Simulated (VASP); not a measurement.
# IrPt3 (Pm-3m) in VASP: a series of runs

IrPt3 is run at these levels: LDA; tasks: relaxation of volume and atoms at fixed shape, single point.

All numbers are computed with VASP 6.6.1; they aren't measurements. Logs are shortened: lines on timing, memory, paths and dates and some standing lists are left out, and cuts for length are marked.

**1. The cell of the first run**

It takes space group Pm-3m (No. 221, cubic). The conventional cell has a = 3.951 Å, b = 3.951 Å, c = 3.951 Å, α = 90.00°, β = 90.00°, γ = 90.00°. Ir (site symmetry m-3m) has 12 Pt at 2.79 Å within 3.7 Å. Pt (site symmetry 4/mmm) has 4 Ir at 2.79 Å and 8 Pt at 2.79 Å within 3.7 Å.

**2. Relaxation of volume and atoms at fixed shape, LDA**

Contents of INCAR:

```
ALGO     = Normal         # electronic algorithm
EDIFF    = 1E-7           # SCF threshold, eV
EDIFFG   = -0.02          # ionic threshold
ENCUT    = 570            # plane-wave cutoff, eV
GGA_COMPAT= F            
IBRION   = 2              # ionic algorithm
ISIF     = 8              # what is computed and relaxed
ISMEAR   = 0              # smearing method
LASPH    = T              # aspherical terms in the spheres
LCHARG   = F              # write CHGCAR
LREAL    = F              # projectors in reciprocal space
LWAVE    = F              # write WAVECAR
NELM     = 120            # most SCF steps
NELMIN   = 4            
NSW      = 80             # ionic steps
PREC     = Accurate       # precision mode
SIGMA    = 0.1            # smearing width, eV
```

Contents of KPOINTS:

```
k-points
0
Gamma
  6 6 6
```

Contents of POSCAR:

```
IrPt3
1.0
    3.9512530000      0.0000000000      0.0000000000
    0.0000000000      3.9512530000      0.0000000000
    0.0000000000      0.0000000000      3.9512530000
Ir Pt
1 3
Direct
    0.0000000000      0.0000000000      0.0000000000
    0.0000000000      0.5000000000      0.5000000000
    0.5000000000      0.0000000000      0.5000000000
    0.5000000000      0.5000000000      0.0000000000
```

Potentials or basis: VASP PAW LDA potentials, release 64 (Ir_sv_GW, Pt_sv_GW).

Command:

```
> cat potpaw_LDA.64/Ir_sv_GW/POTCAR potpaw_LDA.64/Pt_sv_GW/POTCAR > POTCAR
> mpirun -np 1 vasp_std > vasp.out
```

OUTCAR:

```text
EDIFF = 1E-7
   EDIFFG = -0.02
   ENCUT = 570
   IBRION = 2
   ISIF = 8
   ISMEAR = 0
   LASPH = T
   LREAL = F
   NELM = 120
   NELMIN = 4
   NSW = 80
   PREC = Accurate

 ion  position               nearest neighbor table
   1  0.000  0.000  0.000-   2 2.79   3 2.79   4 2.79   2 2.79   3 2.79   2 2.79   4 2.79   2 2.79
                             3 2.79   4 2.79   3 2.79   4 2.79
   2  0.000  0.500  0.500-   1 2.79   3 2.79   4 2.79   1 2.79   4 2.79   1 2.79   3 2.79   1 2.79
                             3 2.79   4 2.79   4 2.79   3 2.79
   3  0.500  0.000  0.500-   1 2.79   2 2.79   4 2.79   1 2.79   4 2.79   2 2.79   4 2.79   4 2.79
                             1 2.79   2 2.79   1 2.79   2 2.79
   4  0.500  0.500  0.000-   1 2.79   2 2.79   3 2.79   2 2.79   3 2.79   1 2.79   3 2.79   3 2.79
                             1 2.79   2 2.79   2 2.79   1 2.79

  LATTYP: Found a simple cubic cell.
 ALAT       =     3.9512530000

  Lattice vectors:

 A1 = (   3.9512530000,   0.0000000000,   0.0000000000)
 A2 = (   0.0000000000,   3.9512530000,   0.0000000000)
 A3 = (   0.0000000000,   0.0000000000,   3.9512530000)

Analysis of symmetry for initial positions (statically):
=====================================================================
 Subroutine PRICEL returns:
 Original cell was already a primitive cell.

 Routine SETGRP: Setting up the symmetry group for a
 simple cubic supercell.

 Subroutine GETGRP returns: Found 48 space group operations
 (whereof 48 operations were pure point group operations)
 out of a pool of 48 trial point group operations.

The static configuration has the point symmetry O_h .

Analysis of symmetry for dynamics (positions and initial velocities):
=====================================================================
 Subroutine PRICEL returns:
 Original cell was already a primitive cell.

 Routine SETGRP: Setting up the symmetry group for a
 simple cubic supercell.

 Subroutine GETGRP returns: Found 48 space group operations
 (whereof 48 operations were pure point group operations)
 out of a pool of 48 trial point group operations.

The dynamic configuration has the point symmetry O_h .

 Subroutine INISYM returns: Found 48 space group operations
 (whereof 48 operations are pure point group operations),
 and found     1 'primitive' translations

----------------------------------------------------------------------------------------

                                     Primitive cell

  volume of cell :      61.6885

  direct lattice vectors                    reciprocal lattice vectors
     3.951253000  0.000000000  0.000000000     0.253084275  0.000000000  0.000000000
     0.000000000  3.951253000  0.000000000     0.000000000  0.253084275  0.000000000
     0.000000000  0.000000000  3.951253000     0.000000000  0.000000000  0.253084275

  length of vectors
     3.951253000  3.951253000  3.951253000     0.253084275  0.253084275  0.253084275

  position of ions in fractional coordinates (direct lattice)
     0.000000000  0.000000000  0.000000000
     0.000000000  0.500000000  0.500000000
     0.500000000  0.000000000  0.500000000
     0.500000000  0.500000000  0.000000000

  ion indices of the primitive-cell ions
   primitive index   ion index
                 1           1
                 2           2
                 3           3
                 4           4

----------------------------------------------------------------------------------------

 KPOINTS: k-points

Automatic generation of k-mesh.
 Grid dimensions read from file:
 generate k-points for:    6    6    6

 Generating k-lattice:

  Cartesian coordinates                     Fractional coordinates (reciprocal lattice)
     0.042180712  0.000000000  0.000000000     0.166666667  0.000000000  0.000000000
     0.000000000  0.042180712  0.000000000     0.000000000  0.166666667  0.000000000
     0.000000000  0.000000000  0.042180712     0.000000000  0.000000000  0.166666667

  Length of vectors
     0.042180712  0.042180712  0.042180712

  Shift w.r.t. Gamma in fractional coordinates (k-lattice)
     0.000000000  0.000000000  0.000000000

 Subroutine IBZKPT returns following result:
 ===========================================

 Found     20 irreducible k-points:

 Following reciprocal coordinates:
            Coordinates               Weight
  0.000000  0.000000  0.000000      1.000000
  0.166667  0.000000  0.000000      6.000000
  0.333333  0.000000  0.000000      6.000000
  0.500000  0.000000  0.000000      3.000000
  0.166667  0.166667  0.000000     12.000000
  0.333333  0.166667  0.000000     24.000000
[... 12 lines left out ...]
  0.500000  0.500000  0.333333      6.000000
  0.500000  0.500000  0.500000      1.000000
   k-points           NKPTS =     20   k-points in BZ     NKDIM =     20   number of bands    NBANDS=     42
   number of dos      NEDOS =    301   number of ions     NIONS =      4
   total plane-waves  NPLWV =  32768
   dimension x,y,z NGX =    32 NGY =   32 NGZ =   32
   dimension x,y,z NGXF=    64 NGYF=   64 NGZF=   64
   ions per type =               1   3
   NGX,Y,Z   is equivalent  to a cutoff of  13.46, 13.46, 13.46 a.u.
   NGXF,Y,Z  is equivalent  to a cutoff of  26.93, 26.93, 26.93 a.u.
 SYSTEM =  unknown system
   PREC   = accura    normal or accurate (medium, high low for compatibility)
   ISTART =      0    job   : 0-new  1-cont  2-samecut
   ICHARG =      2    charge: 1-file 2-atom 10-const
   ISPIN  =      1    spin polarized calculation?
   LNONCOLLINEAR =      F non collinear calculations
   LSORBIT =      F    spin-orbit coupling
   LASPH  =      T    aspherical Exc in radial PAW
   ENCUT  =  570.0 eV  41.89 Ry    6.47 a.u.   7.69  7.69  7.69*2*pi/ulx,y,z
   NELM   =    120;   NELMIN=  4; NELMDL= -5     # of ELM steps
   EDIFF  = 0.1E-06   stopping-criterion for ELM
   LREAL  =      F    real-space projection
   EDIFFG = -.2E-01   stopping-criterion for IOM
   NSW    =     80    number of steps for IOM
   IBRION =      2    ionic relax: 0-MD 1-quasi-New 2-CG
   NFREE  =      1    steps in history (QN), initial steepest desc. (CG)
   ISIF   =      8    stress and relaxation
   ISYM   =      2    0-nonsym 1-usesym 2-fastsym
   POTIM  = 0.5000    time-step for ionic-motion
   TEBEG  =    0.0;   TEEND  =   0.0 temperature during run
   PSTRESS=    0.0 pullay stress
   NELECT =      71.0000    total number of electrons
   NUPDOWN=      -1.0000    fix difference up-down
   EMIN   =  10.00;   EMAX   =-10.00  energy-range for DOS
   EFERMI =   0.00;   METHOD = LEGACY
   ISMEAR =     0;   SIGMA  =   0.10  broadening in eV -4-tet -1-fermi 0-gaus
   EFERMI_NEDOS =   21; number of points for ismear=-14 and -15
   IALGO  =     38    algorithm
   IMIX   =      4    mixing-type and parameters
     AMIX     =   0.40;   BMIX     =  1.00
     AMIX_MAG =   1.60;   BMIX_MAG =  1.00
  volume/ion in A,a.u.               =      15.42       104.07
  Fermi-wavevector in a.u.,A,eV,Ry     =   1.715640  3.242089 40.047659  2.943420
  Thomas-Fermi vector in A             =   2.792974
   LORBIT       =      0    0 simple, 1 ext, 2 COOP (PROOUT), +10 PAW based schemes
   GGA     = CA    functional components
   LHFCALC =     F    Hartree Fock is set to
   AEXX    =    0.0000 exact exchange contribution
   IVDW    =     0    specifies the selected vdW correction
   LEPSILON=     F    determine dielectric tensor
   LRPA    =     F    only Hartree local field effects (RPA)
 conjugate gradient relaxation of ions
 non-spin polarized calculation
 Gauss-broadening in eV      SIGMA  =   0.10
  energy-cutoff  :      570.00
  volume of cell :       61.69
 maximum number of plane-waves:      1935
 NGX is ok and might be reduce to    32
   NGX = 15   NGY = 15   NGZ = 15

--------------------------------------- Ionic step        1  -------------------------------------------

 number of electron      71.0000005 magnetization

 Free energy of the ion-electron system (eV)
  ---------------------------------------------------
  ext. energy  EPLUGINS =         0.00000000
  ---------------------------------------------------
  free energy    TOTEN  =       -32.40766003 eV

  energy without entropy =      -32.38000254  energy(sigma->0) =      -32.39383129

------------------------ aborting loop because EDIFF is reached ----------------------------------------

  FORCE on cell =-STRESS in cart. coord.  units (eV):
  Direction    XX          YY          ZZ          XY          YZ          ZX
  --------------------------------------------------------------------------------------
  -------------------------------------------------------------------------------------
  Total       -6.6103325     -6.6103325     -6.6103325     -0.0000000      0.0000000      0.0000000
  in kB     -171.6838203   -171.6838203   -171.6838203     -0.0000000      0.0000000      0.0000000
  external PRESSURE =    -171.6838203 kB  Pullay stress =       0.0000000 kB

 VOLUME and BASIS-vectors are now :
 -----------------------------------------------------------------------------
  energy-cutoff  :      570.00
  volume of cell :       61.69
      direct lattice vectors                 reciprocal lattice vectors
     3.951253000  0.000000000  0.000000000     0.253084275  0.000000000  0.000000000
     0.000000000  3.951253000  0.000000000     0.000000000  0.253084275  0.000000000
     0.000000000  0.000000000  3.951253000     0.000000000  0.000000000  0.253084275
[... 115 lines left out ...]
 POSITION                                       TOTAL-FORCE (eV/Angst)
 -----------------------------------------------------------------------------------
      0.00000      0.00000      0.00000         0.000000      0.000000      0.000000
      0.00000      1.93772      1.93772         0.000000      0.000000      0.000000
      1.93772      0.00000      1.93772         0.000000      0.000000      0.000000
      1.93772      1.93772      0.00000         0.000000      0.000000      0.000000
 -----------------------------------------------------------------------------------
    total drift:                                0.000000     -0.000000     -0.000000

  FREE ENERGIE OF THE ION-ELECTRON SYSTEM (eV)
  ---------------------------------------------------
  free  energy   TOTEN  =       -32.6098524798 eV

  energy  without entropy=      -32.5840230261  energy(sigma->0) =      -32.59693775

--------------------------------------- Ionic step        5  -------------------------------------------

 number of electron      71.0000004 magnetization

 Free energy of the ion-electron system (eV)
  ---------------------------------------------------
  ext. energy  EPLUGINS =         0.00000000
  ---------------------------------------------------
  free energy    TOTEN  =       -32.60994069 eV

  energy without entropy =      -32.58414063  energy(sigma->0) =      -32.59704066

 E-fermi :  11.4723     XC(G=0): -14.6127

 val. band max:       11.4481770985   @ k =   0.3333   0.3333   0.1667
 cond. band min:      11.4818062574   @ k =   0.5000   0.3333   0.3333
 fundamental gap:      0.0336291589
 Fermi energy:        11.4722505700

 k-point     1 :       0.0000    0.0000    0.0000
  band No.  band energies     occupation
      1     -87.1420      2.00000
      2     -87.0997      2.00000
      3     -87.0997      2.00000
      4     -80.5505      2.00000
      5     -41.7286      2.00000
      6     -41.7286      2.00000
[... 911 lines left out ...]
 POSITION                                       TOTAL-FORCE (eV/Angst)
 -----------------------------------------------------------------------------------
      0.00000      0.00000      0.00000         0.000000      0.000000      0.000000
      0.00000      1.93694      1.93694         0.000000      0.000000      0.000000
      1.93694      0.00000      1.93694         0.000000      0.000000      0.000000
      1.93694      1.93694      0.00000         0.000000      0.000000      0.000000
 -----------------------------------------------------------------------------------
    total drift:                                0.000000     -0.000000     -0.000000

  FREE ENERGIE OF THE ION-ELECTRON SYSTEM (eV)
  ---------------------------------------------------
  free  energy   TOTEN  =       -32.6099406857 eV

  energy  without entropy=      -32.5841406256  energy(sigma->0) =      -32.59704066

 reached required accuracy - stopping structural energy minimisation
```

Wall time 1.8 min (1 thread of Intel Xeon 6975P-C (Granite Rapids), shared host); peak memory 0.2 GiB.

Results:

- Free energy: -32.6099 eV
- Relaxed volume: 14.53 Å³/atom
- Relaxed cell: a = 3.874 Å, b = 3.874 Å, c = 3.874 Å, α = 90.00°, β = 90.00°, γ = 90.00°
- Space group after relaxing (to 0.1 Å): Pm-3m (No. 221)
- Pressure after relaxing: 0.0 GPa
- Band gap on the k mesh: zero (an odd number of electrons rules out a gap without spin polarisation)

Final structure:
```
Ir Pt
1.0
     3.87388    0.00000    0.00000
     0.00000    3.87388    0.00000
     0.00000    0.00000    3.87388
Ir Pt
1 3
Direct
  0.00000 0.00000 0.00000
  0.00000 0.50000 0.50000
  0.50000 0.00000 0.50000
  0.50000 0.50000 0.00000
```

Levels at points of the mesh, in eV from the Fermi level:
| k point | band 33 | band 34 | band 35 | band 36 | band 37 | band 38 | band 39 | band 40 |
| --- | --- | --- | --- | --- | --- | --- | --- | --- |
| (0.00, 0.00, 0.00) | 0.41 | 0.41 | 1.05 | 1.05 | 1.05 | 1.68 | 1.68 | 1.68 |
| (0.50, 0.00, 0.00) | -1.94 | -1.70 | -1.09 | -0.48 | 0.37 | 1.04 | 7.18 | 7.73 |
| (0.50, 0.50, 0.00) | -2.02 | -1.99 | -1.47 | -1.47 | 1.83 | 1.83 | 2.31 | 2.53 |
| (0.50, 0.50, 0.50) | -0.12 | -0.12 | -0.12 | 0.40 | 0.40 | 0.40 | 0.43 | 0.43 |

Caveat: spin-orbit coupling is left out, which moves the levels of the heavy elements.

**3. Single point, LDA**

This run uses another cell than the first one, of 14.53 Å³/atom.

Contents of INCAR:

```
PREC = Accurate
ENCUT = 570
EDIFF = 1E-6
ISMEAR = 0
SIGMA = 0.1
LREAL = False
LASPH = True
NELM = 120
ALGO = Normal
ISIF = 2
LWAVE = False
LCHARG = False
GGA = CA
NBANDS = 44
GGA_COMPAT = False
```

Contents of KPOINTS:

```
regular mesh
0
Gamma
  6 6 6
```

Contents of POSCAR:

```
IrPt3
1.0
    3.8737559101      0.0000000000      0.0000000000
    0.0000000000      3.8737559101      0.0000000000
    0.0000000000      0.0000000000      3.8737559101
Ir Pt
1 3
Direct
    0.0000000000      0.0000000000      0.0000000000
    0.0000000000      0.5000000000      0.5000000000
    0.5000000000      0.0000000000      0.5000000000
    0.5000000000      0.5000000000      0.0000000000
```

Potentials or basis: VASP PAW LDA potentials, release 64 (Ir_sv_GW, Pt_sv_GW).

Command:

```
> cat potpaw_LDA.64/Ir_sv_GW/POTCAR potpaw_LDA.64/Pt_sv_GW/POTCAR > POTCAR
> mpirun -np 1 vasp_std > vasp.out
```

Wall time 38 s (1 thread of Intel Xeon Platinum 8488C (Sapphire Rapids), shared host); peak memory 0.18 GiB.

The run converged. Its results:

| Quantity | Value |
| --- | --- |
| Free energy | -32.5803 eV |
| Pressure | -0.4 GPa |
| Band gap on the k mesh | zero (an odd number of electrons rules out a gap without spin polarisation) |

Levels at points of the mesh, in eV from the Fermi level:
| k point | band 32 | band 33 | band 34 | band 35 | band 36 | band 37 | band 38 | band 39 | band 40 | band 41 |
| --- | --- | --- | --- | --- | --- | --- | --- | --- | --- | --- |
| (0.00, 0.00, 0.00) | 0.36 | 0.41 | 0.41 | 1.05 | 1.05 | 1.05 | 1.68 | 1.68 | 1.68 | 9.36 |
| (0.50, 0.00, 0.00) | -1.94 | -1.94 | -1.71 | -1.09 | -0.48 | 0.37 | 1.04 | 7.18 | 7.73 | 8.49 |
| (0.50, 0.50, 0.00) | -2.11 | -2.02 | -1.99 | -1.47 | -1.47 | 1.83 | 1.83 | 2.31 | 2.53 | 10.90 |
| (0.50, 0.50, 0.50) | -0.63 | -0.12 | -0.12 | -0.12 | 0.40 | 0.40 | 0.40 | 0.43 | 0.43 | 6.28 |

Caveat: spin-orbit coupling is left out, which moves the levels of the heavy elements.

The gap in the log of VASP goes by the Fermi energy; the results here count the filled bands.